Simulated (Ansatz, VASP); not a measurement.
## TaSi2 in VASP and in Ansatz

```
CELL_PARAMETERS angstrom
4.80602 0.00000 0.00000
-2.40301 4.16214 0.00000
0.00000 0.00000 6.59953
ATOMIC_POSITIONS crystal
Ta 0.41011 0.00000 0.90181
Ta 0.50000 0.50000 0.66667
Ta 0.00000 0.50000 0.33333
Si 0.15892 0.31783 0.00000
Si 0.84108 0.15892 0.66667
Si 0.68217 0.84108 0.33333
Si 0.84108 0.68217 0.00000
Si 0.15892 0.84108 0.66667
Si 0.31783 0.15892 0.33333
```

Alike in both runs: task single point; functional PBE; k mesh 9 × 9 × 6; occupations gaussian, width 0.15 eV; no spin polarisation.

|  | VASP | Ansatz |
| --- | --- | --- |
| version | VASP 6.6.1 | Ansatz 0.2.0 |
| potentials or method | VASP PAW PBE potentials, release 64 (Ta_pv, Si), cutoff 520 eV | scalar-relativistic, plane waves, PAW |
| valence electrons in the cell | 57 | 63 |

Ansatz gave:

- gap on the k mesh at the Fermi level (eV): none
- pressure (GPa): 21.5
- traceless stress, the component that is largest in VASP (GPa): 16.91
- rms of the force components (eV/Å): 6.128

Problem. Which values does VASP return?

Solution. gap on the k mesh at the Fermi level (eV): none; pressure (GPa): 21.6; traceless stress, the component that is largest in VASP (GPa): 16.88; rms of the force components (eV/Å): 6.133.

Atom by atom the forces differ by 0.007 eV/Å (rms over components). A gap of «none» marks a metal or a gap that the smearing closes. VASP's potentials hold 57 valence electrons a cell and Ansatz's 63, so a difference there can come from the potentials and not from the codes.

Neither program's run includes spin-orbit coupling.
